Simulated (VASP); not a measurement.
# Pb in VASP: further runs, part 2 of 3

VASP 6.6.1. Earlier steps stand in the parts before.

## (4) Electric field gradients, PBEsol

INCAR

```
SYSTEM = Pb
PREC = Accurate ; ENCUT = 520
EDIFF = 1E-8 ; ISMEAR = -1
SIGMA = 0.08 ; LREAL = .FALSE.
LASPH = .TRUE. ; NELM = 80
ALGO = Normal ; ISIF = 2
LWAVE = .FALSE. ; LCHARG = .FALSE.
GGA = PS ; LEFG = .TRUE.
NBANDS = 13
```

KPOINTS

```
regular mesh
0
G
  13 13 13
  0 0 0
```

POSCAR

```
Pb
1.0
   -1.9796595667      1.9796595667      1.9796595667
    1.9796595667     -1.9796595667      1.9796595667
    1.9796595667      1.9796595667     -1.9796595667
Pb
1
Direct
    0.0000000000      0.0000000000      0.0000000000
```

Potentials or basis: VASP PAW PBE potentials, release 64 (Pb_d).

The run is started by

```console
cat potpaw_PBE.64/Pb_d/POTCAR > POTCAR
mpirun -np 1 vasp_std > vasp.out
```

OUTCAR:

```text
SYSTEM = Pb
   PREC = Accurate
   ENCUT = 520
   EDIFF = 1E-8
   ISMEAR = -1
   LREAL = .FALSE.
   LASPH = .TRUE.
   NELM = 80
   ISIF = 2
   GGA = PS

 ion  position               nearest neighbor table
   1  0.000  0.000  0.000-

  LATTYP: Found a body centered cubic cell.
 ALAT       =     3.9593191334

  Lattice vectors:

 A1 = (  -1.9796595667,   1.9796595667,   1.9796595667)
 A2 = (   1.9796595667,  -1.9796595667,   1.9796595667)
 A3 = (   1.9796595667,   1.9796595667,  -1.9796595667)

Analysis of symmetry for initial positions (statically):
=====================================================================
 Subroutine PRICEL returns:
 Original cell was already a primitive cell.

 Routine SETGRP: Setting up the symmetry group for a
 body centered cubic supercell.

 Subroutine GETGRP returns: Found 48 space group operations
 (whereof 48 operations were pure point group operations)
 out of a pool of 48 trial point group operations.

The static configuration has the point symmetry O_h .

Analysis of symmetry for dynamics (positions and initial velocities):
=====================================================================
 Subroutine PRICEL returns:
 Original cell was already a primitive cell.

 Routine SETGRP: Setting up the symmetry group for a
 body centered cubic supercell.

 Subroutine GETGRP returns: Found 48 space group operations
 (whereof 48 operations were pure point group operations)
 out of a pool of 48 trial point group operations.

The dynamic configuration has the point symmetry O_h .

 Subroutine INISYM returns: Found 48 space group operations
 (whereof 48 operations are pure point group operations),
 and found     1 'primitive' translations

----------------------------------------------------------------------------------------

                                     Primitive cell

  volume of cell :      31.0336

  direct lattice vectors                    reciprocal lattice vectors
    -1.979659567  1.979659567  1.979659567     0.000000000  0.252568678  0.252568678
     1.979659567 -1.979659567  1.979659567     0.252568678  0.000000000  0.252568678
     1.979659567  1.979659567 -1.979659567     0.252568678  0.252568678  0.000000000

  length of vectors
     3.428870951  3.428870951  3.428870951     0.357186050  0.357186050  0.357186050

  position of ions in fractional coordinates (direct lattice)
     0.000000000  0.000000000  0.000000000

  ion indices of the primitive-cell ions
   primitive index   ion index
                 1           1

----------------------------------------------------------------------------------------

 KPOINTS: regular mesh

Automatic generation of k-mesh.
 Grid dimensions read from file:
 generate k-points for:   13   13   13

 Generating k-lattice:

  Cartesian coordinates                     Fractional coordinates (reciprocal lattice)
     0.000000000  0.019428360  0.019428360     0.076923077  0.000000000  0.000000000
     0.019428360  0.000000000  0.019428360     0.000000000  0.076923077  0.000000000
[... 66 lines left out ...]
   POTIM  = 0.5000    time-step for ionic-motion
   TEBEG  =    0.0;   TEEND  =   0.0 temperature during run
   PSTRESS=    0.0 pullay stress
   NELECT =      14.0000    total number of electrons
   NUPDOWN=      -1.0000    fix difference up-down
   EMIN   =  10.00;   EMAX   =-10.00  energy-range for DOS
   EFERMI =   0.00;   METHOD = LEGACY
   ISMEAR =    -1;   SIGMA  =   0.08  broadening in eV -4-tet -1-fermi 0-gaus
   EFERMI_NEDOS =   21; number of points for ismear=-14 and -15
   IALGO  =     38    algorithm
   IMIX   =      4    mixing-type and parameters
     AMIX     =   0.40;   BMIX     =  1.00
     AMIX_MAG =   1.60;   BMIX_MAG =  1.00
  volume/ion in A,a.u.               =      31.03       209.42
  Fermi-wavevector in a.u.,A,eV,Ry     =   1.255568  2.372680 21.448927  1.576452
  Thomas-Fermi vector in A             =   2.389319
   LORBIT       =      0    0 simple, 1 ext, 2 COOP (PROOUT), +10 PAW based schemes
   GGA     = PS    functional components
   LHFCALC =     F    Hartree Fock is set to
   AEXX    =    0.0000 exact exchange contribution
   IVDW    =     0    specifies the selected vdW correction
   LEPSILON=     F    determine dielectric tensor
   LRPA    =     F    only Hartree local field effects (RPA)
 non-spin polarized calculation
  energy-cutoff  :      520.00
  volume of cell :       31.03
 maximum number of plane-waves:       887
 NGX is ok and might be reduce to    28
   NGX = 13   NGY = 13   NGZ = 13

 number of electron      14.0000002 magnetization

 Free energy of the ion-electron system (eV)
  ---------------------------------------------------
  ext. energy  EPLUGINS =         0.00000000
  ---------------------------------------------------
  free energy    TOTEN  =        -3.96276554 eV

  energy without entropy =       -3.95082649  energy(sigma->0) =       -3.95679601

 E-fermi :   6.8460     XC(G=0): -10.2334

 val. band max:        6.7570992851   @ k =   0.1538   0.1538   0.0769
 cond. band min:       6.8504078155   @ k =  -0.4615   0.4615   0.3846
 fundamental gap:      0.0933085304
 Fermi energy:         6.8459902893

 k-point     1 :       0.0000    0.0000    0.0000
  band No.  band energies     occupation
      1     -10.1828      2.00000
      2     -10.1828      2.00000
      3     -10.1828      2.00000
      4      -9.9556      2.00000
      5      -9.9556      2.00000
      6      -4.7714      2.00000
      7      14.2799      0.00000
      8      14.2799      0.00000
      9      14.2799      0.00000
     10      17.9166      0.00000
     11      17.9166      0.00000
     12      17.9166      0.00000
     13      18.3453      0.00000
[... 354 lines left out ...]
  band No.  band energies     occupation
      1     -10.2238      2.00000
      2     -10.1610      2.00000
      3      -9.9829      2.00000
      4      -9.9627      2.00000
      5      -9.9346      2.00000
      6      -2.7054      2.00000
      7       6.2452      1.99890
      8       9.8645      0.00000
      9      11.1072      0.00000
     10      16.8106      0.00000
     11      17.8106      0.00000
     12      19.2673      0.00000
     13      20.7715      0.00000

 [... further k-points ...]
[... 5 lines left out ...]
  --------------------------------------------------------------------------------------
  -------------------------------------------------------------------------------------
  Total       -0.3227419     -0.3227419     -0.3227419     -0.0000000     -0.0000000      0.0000000
  in kB      -16.6622811    -16.6622811    -16.6622811     -0.0000000     -0.0000000      0.0000000
  external PRESSURE =     -16.6622811 kB  Pullay stress =       0.0000000 kB

 VOLUME and BASIS-vectors are now :
 -----------------------------------------------------------------------------
  energy-cutoff  :      520.00
  volume of cell :       31.03
      direct lattice vectors                 reciprocal lattice vectors
    -1.979659567  1.979659567  1.979659567     0.000000000  0.252568678  0.252568678
     1.979659567 -1.979659567  1.979659567     0.252568678  0.000000000  0.252568678
     1.979659567  1.979659567 -1.979659567     0.252568678  0.252568678  0.000000000

 POSITION                                       TOTAL-FORCE (eV/Angst)
 -----------------------------------------------------------------------------------
      0.00000      0.00000      0.00000        -0.000000      0.000000      0.000000
 -----------------------------------------------------------------------------------
    total drift:                               -0.000000     -0.000000     -0.000000

  FREE ENERGIE OF THE ION-ELECTRON SYSTEM (eV)
  ---------------------------------------------------
  free  energy   TOTEN  =        -3.9627655434 eV

  energy  without entropy=       -3.9508264856  energy(sigma->0) =       -3.95679601

 Electric field gradients (V/A^2)
---------------------------------------------------------------------
 ion       V_xx      V_yy      V_zz      V_xy      V_xz      V_yz
---------------------------------------------------------------------
   1      -0.000     0.000    -0.000    -0.000    -0.000    -0.000
---------------------------------------------------------------------

 Electric field gradients after diagonalization (V/A^2)
 (convention: |V_zz| > |V_xx| > |V_yy|)
----------------------------------------------------------------------
 ion       V_xx      V_yy      V_zz     asymmetry (V_yy - V_xx)/ V_zz
----------------------------------------------------------------------
   1       0.000     0.000    -0.000       0.000
----------------------------------------------------------------------

           NMR quadrupolar parameters

 Cq : quadrupolar parameter    Cq=e*Q*V_zz/h
 eta: asymmetry parameters     (V_yy - V_xx)/ V_zz
 Q  : nuclear electric quadrupole moment in mb (millibarn)
----------------------------------------------------------------------
 ion       Cq(MHz)       eta       Q (mb)
----------------------------------------------------------------------
   1      -0.000       0.000       1.000
----------------------------------------------------------------------
```

OSZICAR:

```text
N       E                     dE             d eps       ncg     rms          rms(c)
DAV:   1     0.106499000327E+03    0.10650E+03   -0.71103E+03  2207   0.125E+03
DAV:   2     0.119885761218E+01   -0.10530E+03   -0.10216E+03  2294   0.306E+02
DAV:   3    -0.385688671683E+01   -0.50557E+01   -0.50287E+01  2744   0.730E+01
DAV:   4    -0.397467133926E+01   -0.11778E+00   -0.11776E+00  2581   0.120E+01
DAV:   5    -0.397978899214E+01   -0.51177E-02   -0.51175E-02  3024   0.230E+00    0.567E-01
DAV:   6    -0.396617856534E+01    0.13610E-01   -0.18574E-02  2729   0.237E+00    0.270E-01
DAV:   7    -0.396294926592E+01    0.32293E-02   -0.74071E-03  2818   0.139E+00    0.931E-02
DAV:   8    -0.396276677507E+01    0.18249E-03   -0.42856E-04  3239   0.345E-01    0.102E-02
DAV:   9    -0.396276544234E+01    0.13327E-05   -0.91594E-06  2860   0.532E-02    0.464E-03
DAV:  10    -0.396276557352E+01   -0.13119E-06   -0.87640E-07  2689   0.129E-02    0.161E-04
DAV:  11    -0.396276555871E+01    0.14818E-07   -0.19783E-08  2366   0.130E-03    0.867E-05
DAV:  12    -0.396276554717E+01    0.11534E-07   -0.15047E-09  1577   0.449E-04    0.294E-05
DAV:  13    -0.396276554339E+01    0.37865E-08   -0.37725E-10  1467   0.284E-04
   1 F= -.39627655E+01 E0= -.39567960E+01  d E =-.119391E-01
```

Wall time 19 s (1 thread of Intel Xeon Platinum 8488C (Sapphire Rapids), shared host); peak memory 0.17 GiB.

What came out:

- Free energy: -3.9628 eV
- Pressure: -1.7 GPa
- Band gap on the k mesh: zero (band 7 reaches 14.28 eV, above the bottom of band 8 at 4.95 eV)

Levels at points of the mesh, in eV from the Fermi level:
```tsv
k point	band 3	band 4	band 5	band 6	band 7	band 8	band 9	band 10	band 11	band 12
(0.00, 0.00, 0.00)	-17.03	-16.80	-16.80	-11.62	7.43	7.43	7.43	11.07	11.07	11.07
```

Caveat: without QUAD_EFG the Cq values of the log hold for a quadrupole moment of 1 mb, not for the nuclei; the PAW data sets were made with another functional, which shifts forces and pressure a little; spin-orbit coupling is left out, which moves the levels of the heavy elements.

(Part 2 of 3 ends here.)
